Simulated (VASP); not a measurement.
# Re (I4/mmm) in VASP: further runs

Re is run at these levels: PBEsol; tasks: single point.

All numbers are computed with VASP 6.6.1; they aren't measurements. Logs are shortened: lines on timing, memory, paths and dates and some standing lists are left out, and cuts for length are marked.

## (1) The cell of the first run

The structure is tetragonal, space group I4/mmm (No. 139). The conventional cell has a = 2.831 Å, b = 2.831 Å, c = 3.844 Å, α = 90.00°, β = 90.00°, γ = 90.00°. Within 3.7 Å of Re (site symmetry 4/mmm) lie 12 Re at 2.78 to 2.83 Å.

## (2) Single point, PBEsol

Contents of INCAR:

```
SYSTEM = Re
PREC = Accurate
ENCUT = 520
EDIFF = 1E-6
ISMEAR = 0
SIGMA = 0.15
LREAL = .False.
LASPH = .True.
NELM = 100
ALGO = Normal
ISIF = 2
LWAVE = .False.
LCHARG = .False.
GGA = PS
NBANDS = 10
```

Contents of KPOINTS:

```
Automatic mesh
0
Gamma
  22 22 22
  0 0 0
```

Contents of POSCAR:

```
Re
1.0
    0.0000000000      2.0020581569      1.9219758306
    2.0020581569      0.0000000000      1.9219758306
    2.0020581569      2.0020581569      0.0000000000
Re
1
Direct
    0.0000000000      0.0000000000      0.0000000000
```

Potentials or basis: VASP PAW PBE potentials, release 64 (Re).

Command:

```bash
cat potpaw_PBE.64/Re/POTCAR > POTCAR
mpirun -np 1 vasp_std > vasp.out
```

OUTCAR:

```text
SYSTEM = Re
   PREC = Accurate
   ENCUT = 520
   EDIFF = 1E-6
   ISMEAR = 0
   LREAL = .False.
   LASPH = .True.
   NELM = 100
   ISIF = 2
   GGA = PS

 ion  position               nearest neighbor table
   1  0.000  0.000  0.000-

  LATTYP: Found a body centered tetragonal cell.
 ALAT       =     2.8313377981
 C/A-ratio  =     1.3576450199

  Lattice vectors:

 A1 = (   0.0000000000,  -2.0020581569,  -1.9219758306)
 A2 = (   0.0000000000,   2.0020581569,  -1.9219758306)
 A3 = (   2.0020581569,   0.0000000000,   1.9219758306)

Analysis of symmetry for initial positions (statically):
=====================================================================
 Subroutine PRICEL returns:
 Original cell was already a primitive cell.

 Routine SETGRP: Setting up the symmetry group for a
 body centered tetragonal supercell.

 Subroutine GETGRP returns: Found 16 space group operations
 (whereof 16 operations were pure point group operations)
 out of a pool of 16 trial point group operations.

The static configuration has the point symmetry D_4h.

Analysis of symmetry for dynamics (positions and initial velocities):
=====================================================================
 Subroutine PRICEL returns:
 Original cell was already a primitive cell.

 Routine SETGRP: Setting up the symmetry group for a
 body centered tetragonal supercell.

 Subroutine GETGRP returns: Found 16 space group operations
 (whereof 16 operations were pure point group operations)
 out of a pool of 16 trial point group operations.

The dynamic configuration has the point symmetry D_4h.

 Subroutine INISYM returns: Found 16 space group operations
 (whereof 16 operations are pure point group operations),
 and found     1 'primitive' translations

----------------------------------------------------------------------------------------

                                     Primitive cell

  volume of cell :      15.4075

  direct lattice vectors                    reciprocal lattice vectors
     0.000000000  2.002058157  1.921975831    -0.249742995  0.249742995  0.260148953
     2.002058157  0.000000000  1.921975831     0.249742995 -0.249742995  0.260148953
     2.002058157  2.002058157  0.000000000     0.249742995  0.249742995 -0.260148953

  length of vectors
     2.775288806  2.775288806  2.831337798     0.438657731  0.438657731  0.438657731

  position of ions in fractional coordinates (direct lattice)
     0.000000000  0.000000000  0.000000000
[... 81 lines left out ...]
   NFREE  =      0    steps in history (QN), initial steepest desc. (CG)
   ISIF   =      2    stress and relaxation
   ISYM   =      2    0-nonsym 1-usesym 2-fastsym
   POTIM  = 0.5000    time-step for ionic-motion
   TEBEG  =    0.0;   TEEND  =   0.0 temperature during run
   PSTRESS=    0.0 pullay stress
   NELECT =       7.0000    total number of electrons
   NUPDOWN=      -1.0000    fix difference up-down
   EMIN   =  10.00;   EMAX   =-10.00  energy-range for DOS
   EFERMI =   0.00;   METHOD = LEGACY
   ISMEAR =     0;   SIGMA  =   0.15  broadening in eV -4-tet -1-fermi 0-gaus
   EFERMI_NEDOS =   21; number of points for ismear=-14 and -15
   IALGO  =     38    algorithm
   IMIX   =      4    mixing-type and parameters
     AMIX     =   0.40;   BMIX     =  1.00
     AMIX_MAG =   1.60;   BMIX_MAG =  1.00
  volume/ion in A,a.u.               =      15.41       103.97
  Fermi-wavevector in a.u.,A,eV,Ry     =   1.258531  2.378278 21.550255  1.583899
  Thomas-Fermi vector in A             =   2.392135
   LORBIT       =      0    0 simple, 1 ext, 2 COOP (PROOUT), +10 PAW based schemes
   GGA     = PS    functional components
   LHFCALC =     F    Hartree Fock is set to
   AEXX    =    0.0000 exact exchange contribution
   IVDW    =     0    specifies the selected vdW correction
   LEPSILON=     F    determine dielectric tensor
   LRPA    =     F    only Hartree local field effects (RPA)
 non-spin polarized calculation
 Gauss-broadening in eV      SIGMA  =   0.15
  energy-cutoff  :      520.00
  volume of cell :       15.41
 maximum number of plane-waves:       435
 NGX is ok and might be reduce to    24
   NGX = 11   NGY = 11   NGZ = 11

 number of electron       7.0000000 magnetization

 Free energy of the ion-electron system (eV)
  ---------------------------------------------------
  ext. energy  EPLUGINS =         0.00000000
  ---------------------------------------------------
  free energy    TOTEN  =       -13.24420985 eV

  energy without entropy =      -13.23416350  energy(sigma->0) =      -13.23918668

 E-fermi :   7.4310     XC(G=0): -13.5693

 val. band max:        7.4224561094   @ k =   0.2273   0.1818   0.0455
 cond. band min:       7.4312038112   @ k =  -0.3182  -0.0000   0.2727
 fundamental gap:      0.0087477018
 Fermi energy:         7.4310440799

 k-point     1 :       0.0000    0.0000    0.0000
  band No.  band energies     occupation
      1      -2.4162      2.00000
      2       5.4555      2.00000
      3       5.4555      2.00000
      4       5.9999      2.00000
      5       8.2115      0.00000
      6       8.9454      0.00000
      7      21.3564      0.00000
      8      26.2555      0.00000
      9      26.2555      0.00000
     10      27.6279      0.00000
[... 287 lines left out ...]
 k-point    24 :      -0.4545    0.0455    0.0000
  band No.  band energies     occupation
      1       0.9390      2.00000
      2       5.2157      2.00000
      3       5.6253      2.00000
      4       7.2937      1.80462
      5      10.9807      0.00000
      6      11.0590      0.00000
      7      16.8450      0.00000
      8      21.0504      0.00000
      9      26.9800      0.00000
     10      27.2122      0.00000

 [... further k-points ...]

------------------------ aborting loop because EDIFF is reached ----------------------------------------

  FORCE on cell =-STRESS in cart. coord.  units (eV):
  Direction    XX          YY          ZZ          XY          YZ          ZX
  --------------------------------------------------------------------------------------
  -------------------------------------------------------------------------------------
  Total       -2.1374453     -2.1374453     -1.1386046      0.0000000     -0.0000000     -0.0000000
  in kB     -222.2666509   -222.2666509   -118.4001369      0.0000000     -0.0000000     -0.0000000
  external PRESSURE =    -187.6444796 kB  Pullay stress =       0.0000000 kB

 VOLUME and BASIS-vectors are now :
 -----------------------------------------------------------------------------
  energy-cutoff  :      520.00
  volume of cell :       15.41
      direct lattice vectors                 reciprocal lattice vectors
     0.000000000  2.002058157  1.921975831    -0.249742995  0.249742995  0.260148953
     2.002058157  0.000000000  1.921975831     0.249742995 -0.249742995  0.260148953
     2.002058157  2.002058157  0.000000000     0.249742995  0.249742995 -0.260148953

 POSITION                                       TOTAL-FORCE (eV/Angst)
 -----------------------------------------------------------------------------------
      0.00000      0.00000      0.00000         0.000000     -0.000000      0.000000
 -----------------------------------------------------------------------------------
    total drift:                               -0.000000      0.000000     -0.000000

  FREE ENERGIE OF THE ION-ELECTRON SYSTEM (eV)
  ---------------------------------------------------
  free  energy   TOTEN  =       -13.2442098547 eV

  energy  without entropy=      -13.2341634968  energy(sigma->0) =      -13.23918668
```

stdout:

```text
POSCAR found type information on POSCAR Re
 POSCAR found :  1 types and       1 ions
 scaLAPACK will be used
 -----------------------------------------------------------------------------
|                                                                             |
|                                                                             |
|     You enforced a specific xc type in the INCAR file but a different       |
|     I HOPE YOU KNOW WHAT YOU ARE DOING!                                     |
|                                                                             |
 -----------------------------------------------------------------------------

 LDA part: xc-table for (Slater+PW92), standard interpolation
 POSCAR, INCAR and KPOINTS ok, starting setup
 FFT: planning ... GRIDC
 FFT: planning ... GRID_SOFT
 FFT: planning ... GRID
 WAVECAR not read
 entering main loop
```

Run time: 53 s. Hardware: 1 thread of Intel Xeon Platinum 8559C (Emerald Rapids), shared host; peak memory 0.26 GiB.

Results:

```
Free energy : -13.2442 eV
Pressure    : -18.8 GPa
```

Stress tensor (GPa, compression positive):
```
-22.23   0.00   0.00
  0.00 -22.23   0.00
  0.00   0.00 -11.84
```

Caveat: the PAW data sets were made with another functional, which shifts forces and pressure a little; spin-orbit coupling is left out, which moves the levels of the heavy elements.

## (3) Single point, PBEsol

Contents of INCAR:

```
SYSTEM = Re
PREC = Accurate
ENCUT = 520
EDIFF = 1E-6
ISMEAR = 0
SIGMA = 0.15
LREAL = .False.
LASPH = .True.
NELM = 60
ALGO = Fast
ISIF = 2
LWAVE = .False.
LCHARG = .True.
GGA = PS
LELF = .True.
LVHAR = .True.
NBANDS = 10
```

Contents of KPOINTS:

```
regular mesh
0
Gamma
  22 22 22
  0 0 0
```

Contents of POSCAR:

```
Re
1.0
    0.0000000000      1.9431395899      2.0402965694
    1.9431395899      0.0000000000      2.0402965694
    1.9431395899      1.9431395899      0.0000000000
Re
1
Direct
    0.0000000000      0.0000000000      0.0000000000
```

Potentials or basis: VASP PAW PBE potentials, release 64 (Re).

Command:

```bash
cat potpaw_PBE.64/Re/POTCAR > POTCAR
mpirun -np 1 vasp_std > vasp.out
```

It took 60 s on 1 thread of Intel Xeon Platinum 8559C (Emerald Rapids), shared host; peak memory 0.25 GiB.

The run converged. Its results:

| Quantity | Value |
| --- | --- |
| Free energy | -13.2366 eV |
| Pressure | -18.6 GPa |

Stress tensor (GPa, compression positive):
```
-13.99   0.00   0.00
  0.00 -13.99   0.00
  0.00   0.00 -27.94
```

Levels at points of the mesh, in eV from the Fermi level:
```
           k point  band 1  band 2  band 3  band 4  band 5  band 6  band 7
(0.00, 0.00, 0.00)   -9.85   -2.25   -1.56   -1.56    0.66    1.62   13.93
(0.50, 0.00, 0.00)   -6.57   -2.35   -1.64    0.14    3.36    3.73    9.31
(0.50, 0.50, 0.00)   -6.50   -5.56    1.95    3.56    4.21    4.21   11.37
(0.50, 0.00, 0.50)   -6.44   -5.62    2.94    3.42    3.87    4.63   11.32
```

Caveat: the PAW data sets were made with another functional, which shifts forces and pressure a little; spin-orbit coupling is left out, which moves the levels of the heavy elements.
